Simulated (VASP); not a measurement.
# PbF2 (Fluorocronite) (Fm-3m) in VASP: a series of runs

The runs below take PbF2 (Fluorocronite) through single point, with LDA.

Everything below comes from runs of VASP 6.6.1. Logs are shortened: lines on timing, memory, paths and dates and some standing lists are left out, and cuts for length are marked.

**1. The cell of the first run**

It takes space group Fm-3m (No. 225, cubic). The conventional cell has a = 5.888 Å, b = 5.888 Å, c = 5.888 Å, α = 90.00°, β = 90.00°, γ = 90.00°. Pb (site symmetry m-3m) has 8 F at 2.55 Å within 3.4 Å. Within 3.4 Å of F (site symmetry -43m) lie 4 Pb at 2.55 Å and 6 F at 2.94 Å.

**2. Single point, LDA**

INCAR reads:

```
  ALGO = Normal
  EDIFF = 1E-6
  ENCUT = 600
  GGA_COMPAT = False
  ISIF = 2
  ISMEAR = -1
  LASPH = True
  LCHARG = True
  LELF = True
  LREAL = False
  LVHAR = True
  LWAVE = False
  NBANDS = 21
  NELM = 120
  PREC = Accurate
  SIGMA = 0.05
```

KPOINTS reads:

```
k-points
0
Gamma
  8 8 8
```

POSCAR reads:

```
PbF2
1.0
    0.0000000000      2.9437690651      2.9437690651
    2.9437690651      0.0000000000      2.9437690651
    2.9437690651      2.9437690651      0.0000000000
Pb F
1 2
Direct
    0.0000000000      0.0000000000      0.0000000000
    0.7500000000      0.7500000000      0.7500000000
    0.2500000000      0.2500000000      0.2500000000
```

Potentials or basis: VASP PAW LDA potentials, release 64 (Pb_d, F).

Command:

```bash
cat potpaw_LDA.64/Pb_d/POTCAR potpaw_LDA.64/F/POTCAR > POTCAR
mpirun -np 1 vasp_std > vasp.out
```

OUTCAR:

```text
EDIFF = 1E-6
   ENCUT = 600
   ISIF = 2
   ISMEAR = -1
   LASPH = True
   LREAL = False
   NELM = 120
   PREC = Accurate

 ion  position               nearest neighbor table
   1  0.000  0.000  0.000-   2 2.55   2 2.55   2 2.55   2 2.55   3 2.55   3 2.55   3 2.55   3 2.55

   2  0.750  0.750  0.750-   1 2.55   1 2.55   1 2.55   1 2.55
   3  0.250  0.250  0.250-   1 2.55   1 2.55   1 2.55   1 2.55

  LATTYP: Found a face centered cubic cell.
 ALAT       =     5.8875381302

  Lattice vectors:

 A1 = (   0.0000000000,   2.9437690651,   2.9437690651)
 A2 = (   2.9437690651,   0.0000000000,   2.9437690651)
 A3 = (   2.9437690651,   2.9437690651,   0.0000000000)

Analysis of symmetry for initial positions (statically):
=====================================================================
 Subroutine PRICEL returns:
 Original cell was already a primitive cell.

 Routine SETGRP: Setting up the symmetry group for a
 face centered cubic supercell.

 Subroutine GETGRP returns: Found 48 space group operations
 (whereof 48 operations were pure point group operations)
 out of a pool of 48 trial point group operations.

The static configuration has the point symmetry O_h .

Analysis of symmetry for dynamics (positions and initial velocities):
=====================================================================
 Subroutine PRICEL returns:
 Original cell was already a primitive cell.

 Routine SETGRP: Setting up the symmetry group for a
 face centered cubic supercell.

 Subroutine GETGRP returns: Found 48 space group operations
 (whereof 48 operations were pure point group operations)
 out of a pool of 48 trial point group operations.

The dynamic configuration has the point symmetry O_h .

 Subroutine INISYM returns: Found 48 space group operations
 (whereof 48 operations are pure point group operations),
 and found     1 'primitive' translations

----------------------------------------------------------------------------------------

                                     Primitive cell

  volume of cell :      51.0201

  direct lattice vectors                    reciprocal lattice vectors
     0.000000000  2.943769065  2.943769065    -0.169850280  0.169850280  0.169850280
     2.943769065  0.000000000  2.943769065     0.169850280 -0.169850280  0.169850280
     2.943769065  2.943769065  0.000000000     0.169850280  0.169850280 -0.169850280

  length of vectors
[... 69 lines left out ...]
   dimension x,y,z NGX =    36 NGY =   36 NGZ =   36
   dimension x,y,z NGXF=    72 NGYF=   72 NGZF=   72
   ions per type =               1   2
   NGX,Y,Z   is equivalent  to a cutoff of  14.38, 14.38, 14.38 a.u.
   NGXF,Y,Z  is equivalent  to a cutoff of  28.75, 28.75, 28.75 a.u.
 SYSTEM =  unknown system
   PREC   = accura    normal or accurate (medium, high low for compatibility)
   ISTART =      0    job   : 0-new  1-cont  2-samecut
   ICHARG =      2    charge: 1-file 2-atom 10-const
   ISPIN  =      1    spin polarized calculation?
   LNONCOLLINEAR =      F non collinear calculations
   LSORBIT =      F    spin-orbit coupling
   LASPH  =      T    aspherical Exc in radial PAW
   ENCUT  =  600.0 eV  44.10 Ry    6.64 a.u.   8.31  8.31  8.31*2*pi/ulx,y,z
   NELM   =    120;   NELMIN=  2; NELMDL= -5     # of ELM steps
   EDIFF  = 0.1E-05   stopping-criterion for ELM
   LREAL  =      F    real-space projection
[... 7 lines left out ...]
   TEBEG  =    0.0;   TEEND  =   0.0 temperature during run
   PSTRESS=    0.0 pullay stress
   NELECT =      28.0000    total number of electrons
   NUPDOWN=      -1.0000    fix difference up-down
   EMIN   =  10.00;   EMAX   =-10.00  energy-range for DOS
   EFERMI =   0.00;   METHOD = LEGACY
   ISMEAR =    -1;   SIGMA  =   0.05  broadening in eV -4-tet -1-fermi 0-gaus
   EFERMI_NEDOS =   21; number of points for ismear=-14 and -15
   IALGO  =     38    algorithm
   IMIX   =      4    mixing-type and parameters
     AMIX     =   0.40;   BMIX     =  1.00
     AMIX_MAG =   1.60;   BMIX_MAG =  1.00
  volume/ion in A,a.u.               =      17.01       114.77
  Fermi-wavevector in a.u.,A,eV,Ry     =   1.340336  2.532868 24.442885  1.796501
  Thomas-Fermi vector in A             =   2.468657
   LORBIT       =      0    0 simple, 1 ext, 2 COOP (PROOUT), +10 PAW based schemes
   GGA     = CA    functional components
   LHFCALC =     F    Hartree Fock is set to
   AEXX    =    0.0000 exact exchange contribution
   IVDW    =     0    specifies the selected vdW correction
   LEPSILON=     F    determine dielectric tensor
   LRPA    =     F    only Hartree local field effects (RPA)
 non-spin polarized calculation
  energy-cutoff  :      600.00
  volume of cell :       51.02
 maximum number of plane-waves:      1727
 NGX is ok and might be reduce to    36
   NGX = 17   NGY = 17   NGZ = 17

 number of electron      28.0000010 magnetization

 Free energy of the ion-electron system (eV)
  ---------------------------------------------------
  ext. energy  EPLUGINS =         0.00000000
  ---------------------------------------------------
  free energy    TOTEN  =       -15.94215599 eV

  energy without entropy =      -15.94215599  energy(sigma->0) =      -15.94215599

 E-fermi :   2.9272     XC(G=0): -10.1658

 val. band max:        1.7584723205   @ k =  -0.2500   0.5000   0.2500
 cond. band min:       5.9759434672   @ k =   0.5000   0.5000   0.0000
 fundamental gap:      4.2174711467
 Fermi energy:         2.9271937846

 k-point     1 :       0.0000    0.0000    0.0000
  band No.  band energies     occupation
      1     -19.1198      2.00000
      2     -18.4095      2.00000
      3     -12.6075      2.00000
      4     -12.6075      2.00000
      5     -12.6075      2.00000
      6     -12.5247      2.00000
[... 565 lines left out ...]
     20      17.7229      0.00000
     21      18.0661      0.00000

 [... further k-points ...]
[... 5 lines left out ...]
  --------------------------------------------------------------------------------------
  -------------------------------------------------------------------------------------
  Total       -1.0112062     -1.0112062     -1.0112062      0.0000000      0.0000000     -0.0000000
  in kB      -31.7547808    -31.7547808    -31.7547808      0.0000000      0.0000000     -0.0000000
  external PRESSURE =     -31.7547808 kB  Pullay stress =       0.0000000 kB

 VOLUME and BASIS-vectors are now :
 -----------------------------------------------------------------------------
  energy-cutoff  :      600.00
  volume of cell :       51.02
      direct lattice vectors                 reciprocal lattice vectors
     0.000000000  2.943769065  2.943769065    -0.169850280  0.169850280  0.169850280
     2.943769065  0.000000000  2.943769065     0.169850280 -0.169850280  0.169850280
     2.943769065  2.943769065  0.000000000     0.169850280  0.169850280 -0.169850280

 POSITION                                       TOTAL-FORCE (eV/Angst)
 -----------------------------------------------------------------------------------
      0.00000      0.00000      0.00000         0.000000      0.000000     -0.000000
      4.41565      4.41565      4.41565        -0.000000     -0.000000      0.000000
      1.47188      1.47188      1.47188         0.000000      0.000000     -0.000000
 -----------------------------------------------------------------------------------
    total drift:                                0.000000      0.000000      0.000000

  FREE ENERGIE OF THE ION-ELECTRON SYSTEM (eV)
  ---------------------------------------------------
  free  energy   TOTEN  =       -15.9421559922 eV

  energy  without entropy=      -15.9421559921  energy(sigma->0) =      -15.94215599
```

OSZICAR:

```text
N       E                     dE             d eps       ncg     rms          rms(c)
DAV:   1     0.317465203368E+03    0.31747E+03   -0.15915E+04  1231   0.171E+03
DAV:   2     0.113701789022E+02   -0.30610E+03   -0.28764E+03  1337   0.460E+02
DAV:   3    -0.169030214652E+02   -0.28273E+02   -0.27914E+02  1429   0.145E+02
DAV:   4    -0.176938973395E+02   -0.79088E+00   -0.79035E+00  1396   0.247E+01
DAV:   5    -0.177198571014E+02   -0.25960E-01   -0.25958E-01  1551   0.473E+00    0.747E+00
DAV:   6    -0.160119317172E+02    0.17079E+01   -0.79033E+00  1650   0.226E+01    0.264E+00
DAV:   7    -0.159747488272E+02    0.37183E-01   -0.41877E-01  1303   0.406E+00    0.146E+00
DAV:   8    -0.159450733228E+02    0.29676E-01   -0.10444E-01  1418   0.331E+00    0.515E-01
DAV:   9    -0.159418983568E+02    0.31750E-02   -0.16868E-02  1623   0.986E-01    0.908E-02
DAV:  10    -0.159421859779E+02   -0.28762E-03   -0.67160E-04  1328   0.266E-01    0.329E-02
DAV:  11    -0.159421545296E+02    0.31448E-04   -0.72768E-05  1491   0.785E-02    0.951E-03
DAV:  12    -0.159421570433E+02   -0.25137E-05   -0.24017E-05  1403   0.485E-02    0.684E-03
DAV:  13    -0.159421559885E+02    0.10548E-05   -0.53866E-06  1486   0.246E-02    0.126E-03
DAV:  14    -0.159421559922E+02   -0.36935E-08   -0.33613E-07   814   0.542E-03
   1 F= -.15942156E+02 E0= -.15942156E+02  d E =-.278992E-10
```

Run time: 66 s. Hardware: 1 thread of AMD EPYC 7R43 (Zen 3), shared host; peak memory 0.14 GiB.

What came out:

- Free energy: -15.9422 eV
- Pressure: -3.2 GPa
- Band gap on the k mesh: 4.22 eV, indirect (least direct gap 4.38 eV)

Levels at points of the mesh, in eV from the valence-band top:
```tsv
k point	band 11	band 12	band 13	band 14	band 15	band 16	band 17	band 18
(0.00, 0.00, 0.00)	-2.64	-2.13	-2.13	-2.13	6.59	6.59	6.59	10.30
(0.50, 0.00, 0.00)	-2.88	-2.30	-2.30	-0.04	4.81	7.56	7.56	12.85
(0.50, 0.50, 0.00)	-1.68	-1.68	-1.68	-0.16	4.22	7.81	7.81	8.49
```

Caveat: spin-orbit coupling is left out, which moves the levels of the heavy elements. A k mesh can miss the band edges.

**3. Single point, LDA**

This run uses another cell than the first one, of 17.35 Å³/atom, 1.020 times its volume.

INCAR reads:

```
ALGO     = Normal         # electronic algorithm
EDIFF    = 1E-6           # SCF threshold, eV
ENCUT    = 600            # plane-wave cutoff, eV
GGA_COMPAT= False        
ISIF     = 2              # what is computed and relaxed
ISMEAR   = -1             # smearing method
LASPH    = True           # aspherical terms in the spheres
LCHARG   = False          # write CHGCAR
LREAL    = False          # projectors in reciprocal space
LWAVE    = False          # write WAVECAR
NBANDS   = 21             # bands
NELM     = 120            # most SCF steps
PREC     = Accurate       # precision mode
SIGMA    = 0.05           # smearing width, eV
```

KPOINTS is that of step 2.

POSCAR reads:

```
PbF2
1.0
    0.0000000000      2.9636600000      2.9636600000
    2.9636600000      0.0000000000      2.9636600000
    2.9636600000      2.9636600000      0.0000000000
Pb F
1 2
Direct
    0.0000000000      0.0000000000      0.0000000000
    0.7500000000      0.7500000000      0.7500000000
    0.2500000000      0.2500000000      0.2500000000
```

Potentials or basis: VASP PAW LDA potentials, release 64 (Pb_d, F).

Command:

```bash
cat potpaw_LDA.64/Pb_d/POTCAR potpaw_LDA.64/F/POTCAR > POTCAR
mpirun -np 1 vasp_std > vasp.out
```

It took 60 s on 1 thread of AMD EPYC 7R43 (Zen 3), shared host; peak memory 0.15 GiB.

The run converged. Its results:

* Free energy: -15.9190 eV
* Pressure: -4.6 GPa
* Band gap on the k mesh: 4.22 eV, indirect (least direct gap 4.38 eV)

Levels at points of the mesh, in eV from the valence-band top:
```csv
k point,band 12,band 13,band 14,band 15,band 16,band 17
"(0.00, 0.00, 0.00)",-2.00,-2.00,-2.00,6.57,6.57,6.57
"(0.50, 0.00, 0.00)",-2.17,-2.17,-0.02,4.82,7.50,7.50
"(0.50, 0.50, 0.00)",-1.56,-1.56,-0.16,4.22,7.74,7.74
```

Caveat: spin-orbit coupling is left out, which moves the levels of the heavy elements. As with any semilocal functional, this LDA gap is likely too small.

**4. Single point, LDA**

This run uses another cell than the first one, of 17.70 Å³/atom, 1.041 times its volume.

INCAR reads:

```
SYSTEM = PbF2
ALGO = Normal ; EDIFF = 1E-6
ENCUT = 600 ; GGA_COMPAT = .False.
ISIF = 2 ; ISMEAR = -1
LASPH = .True. ; LCHARG = .False.
LREAL = .False. ; LWAVE = .False.
NBANDS = 21 ; NELM = 120
PREC = Accurate ; SIGMA = 0.05
```

KPOINTS reads:

```
k-points
0
Gamma
  8 8 8
  0 0 0
```

POSCAR reads:

```
PbF2
1.0
    0.0000000000      2.9832874594      2.9832874594
    2.9832874594      0.0000000000      2.9832874594
    2.9832874594      2.9832874594      0.0000000000
Pb F
1 2
Direct
    0.0000000000      0.0000000000      0.0000000000
    0.7500000000      0.7500000000      0.7500000000
    0.2500000000      0.2500000000      0.2500000000
```

Command:

```bash
cat potpaw_LDA.64/Pb_d/POTCAR potpaw_LDA.64/F/POTCAR > POTCAR
mpirun -np 1 vasp_std > vasp.out
```

It took 61 s on 1 thread of AMD EPYC 7R43 (Zen 3), shared host; peak memory 0.15 GiB.

Results (log left out):

```
Free energy            : -15.8872 eV
Pressure               : -5.8 GPa
Band gap on the k mesh : 4.22 eV, indirect (least direct gap 4.38 eV)
```

Levels at points of the mesh, in eV from the valence-band top:
```tsv
k point	band 10	band 11	band 12	band 13	band 14	band 15	band 16	band 17	band 18	band 19
(0.00, 0.00, 0.00)	-2.38	-2.38	-1.88	-1.88	-1.88	6.55	6.55	6.55	10.21	14.79
(0.50, 0.00, 0.00)	-2.58	-2.58	-2.05	-2.05	-0.01	4.83	7.44	7.44	12.79	13.38
(0.50, 0.50, 0.00)	-3.46	-1.46	-1.46	-1.45	-0.15	4.22	7.67	7.67	8.59	13.86
```

Caveat: spin-orbit coupling is left out, which moves the levels of the heavy elements. A k mesh can miss the band edges.

**5. Single point, LDA**

This run uses another cell than the first one, of 18.05 Å³/atom, 1.061 times its volume.

INCAR reads:

```
ALGO = Normal
EDIFF = 1E-6
ENCUT = 600
GGA = CA
GGA_COMPAT = F
ISIF = 2
ISMEAR = -1
LASPH = T
LCHARG = F
LREAL = F
LWAVE = F
NBANDS = 21
NELM = 120
PREC = Accurate
SIGMA = 0.05
```

KPOINTS reads:

```
k-points
0
Gamma
  8 8 8
```

POSCAR reads:

```
PbF2
1.0
    0.0000000000      3.0026599987      3.0026599987
    3.0026599987      0.0000000000      3.0026599987
    3.0026599987      3.0026599987      0.0000000000
Pb F
1 2
Direct
    0.0000000000      0.0000000000      0.0000000000
    0.7500000000      0.7500000000      0.7500000000
    0.2500000000      0.2500000000      0.2500000000
```

Potentials or basis: VASP PAW LDA potentials, release 64 (Pb_d, F).

Command:

```bash
cat potpaw_LDA.64/Pb_d/POTCAR potpaw_LDA.64/F/POTCAR > POTCAR
mpirun -np 1 vasp_std > vasp.out
```

OUTCAR:

```text
EDIFF = 1E-6
   ENCUT = 600
   GGA = CA
   ISIF = 2
   ISMEAR = -1
   LASPH = T
   LREAL = F
   NELM = 120
   PREC = Accurate

 ion  position               nearest neighbor table
   1  0.000  0.000  0.000-   2 2.60   2 2.60   2 2.60   3 2.60   3 2.60   3 2.60   3 2.60   2 2.60

   2  0.750  0.750  0.750-   1 2.60   1 2.60   1 2.60   1 2.60
   3  0.250  0.250  0.250-   1 2.60   1 2.60   1 2.60   1 2.60

  LATTYP: Found a face centered cubic cell.
[... 195 lines left out ...]
      3     -13.2642      2.00000
      4     -13.2642      2.00000
      5     -13.2642      2.00000
      6     -13.2084      2.00000
[... 565 lines left out ...]
     20      16.6011      0.00000
     21      17.0786      0.00000

 [... further k-points ...]
[... 5 lines left out ...]
  --------------------------------------------------------------------------------------
  -------------------------------------------------------------------------------------
  Total       -2.3372509     -2.3372509     -2.3372509     -0.0000000      0.0000000     -0.0000000
  in kB      -69.1619856    -69.1619856    -69.1619856     -0.0000000      0.0000000     -0.0000000
  external PRESSURE =     -69.1619856 kB  Pullay stress =       0.0000000 kB

 VOLUME and BASIS-vectors are now :
 -----------------------------------------------------------------------------
  energy-cutoff  :      600.00
  volume of cell :       54.14
      direct lattice vectors                 reciprocal lattice vectors
     0.000000000  3.002659999  3.002659999    -0.166519020  0.166519020  0.166519020
     3.002659999  0.000000000  3.002659999     0.166519020 -0.166519020  0.166519020
     3.002659999  3.002659999  0.000000000     0.166519020  0.166519020 -0.166519020

 POSITION                                       TOTAL-FORCE (eV/Angst)
 -----------------------------------------------------------------------------------
      0.00000      0.00000      0.00000         0.000000      0.000000      0.000000
      4.50399      4.50399      4.50399        -0.000000     -0.000000     -0.000000
      1.50133      1.50133      1.50133         0.000000      0.000000      0.000000
 -----------------------------------------------------------------------------------
    total drift:                                0.000000      0.000000      0.000000

  FREE ENERGIE OF THE ION-ELECTRON SYSTEM (eV)
  ---------------------------------------------------
  free  energy   TOTEN  =       -15.8478571347 eV

  energy  without entropy=      -15.8478571346  energy(sigma->0) =      -15.84785713
```

OSZICAR:

```text
N       E                     dE             d eps       ncg     rms          rms(c)
DAV:   1     0.318396413169E+03    0.31840E+03   -0.15788E+04  1218   0.168E+03
DAV:   2     0.128490297136E+02   -0.30555E+03   -0.28737E+03  1323   0.455E+02
DAV:   3    -0.168237225589E+02   -0.29673E+02   -0.29276E+02  1438   0.147E+02
DAV:   4    -0.177121823459E+02   -0.88846E+00   -0.88786E+00  1401   0.264E+01
DAV:   5    -0.177428771326E+02   -0.30695E-01   -0.30693E-01  1584   0.520E+00    0.758E+00
DAV:   6    -0.159338048849E+02    0.18091E+01   -0.84907E+00  1649   0.225E+01    0.282E+00
DAV:   7    -0.158858643304E+02    0.47941E-01   -0.47348E-01  1278   0.420E+00    0.151E+00
DAV:   8    -0.158505457917E+02    0.35319E-01   -0.11782E-01  1466   0.334E+00    0.512E-01
DAV:   9    -0.158475818128E+02    0.29640E-02   -0.18327E-02  1438   0.928E-01    0.974E-02
DAV:  10    -0.158479180782E+02   -0.33627E-03   -0.11128E-03  1379   0.390E-01    0.398E-02
DAV:  11    -0.158478599888E+02    0.58089E-04   -0.12078E-04  1453   0.118E-01    0.164E-02
DAV:  12    -0.158478566882E+02    0.33006E-05   -0.45913E-05  1662   0.715E-02    0.604E-03
DAV:  13    -0.158478571347E+02   -0.44649E-06   -0.31179E-06  1310   0.165E-02
   1 F= -.15847857E+02 E0= -.15847857E+02  d E =-.620626E-10
```

It took 57 s on 1 thread of AMD EPYC 7R43 (Zen 3), shared host; peak memory 0.15 GiB.

What came out:

- Free energy: -15.8479 eV
- Pressure: -6.9 GPa
- Band gap on the k mesh: 4.22 eV, indirect (least direct gap 4.38 eV)

Levels at points of the mesh, in eV from the valence-band top:
```tsv
k point	band 12	band 13	band 14	band 15	band 16	band 17
(0.00, 0.00, 0.00)	-1.76	-1.76	-1.76	6.53	6.53	6.53
(0.50, 0.00, 0.00)	-1.93	-1.93	0.00	4.83	7.38	7.38
(0.50, 0.50, 0.00)	-1.35	-1.35	-0.15	4.22	7.60	7.60
```

Caveat: spin-orbit coupling is left out, which moves the levels of the heavy elements.

**6. Summary**

```csv
cell,gap on the mesh (eV),pressure (GPa)
"a = 4.163 Å, angles 60.0°, 3 atoms",4.22,-3.2
"a = 4.191 Å, angles 60.0°, 3 atoms",4.22,-4.6
"a = 4.219 Å, angles 60.0°, 3 atoms",4.22,-5.8
"a = 4.246 Å, angles 60.0°, 3 atoms",4.22,-6.9
```

Alike in all rows: task single point; level LDA; potentials or basis VASP PAW LDA potentials, release 64 (Pb_d, F); no spin polarisation; k mesh 8 × 8 × 8; cutoff (eV) 600; smearing fermi-dirac 0.05 eV.

Caveats: spin-orbit coupling is left out, which moves the levels of the heavy elements.

Total energies depend on the potentials used, so only differences within one code and one set of settings carry meaning.
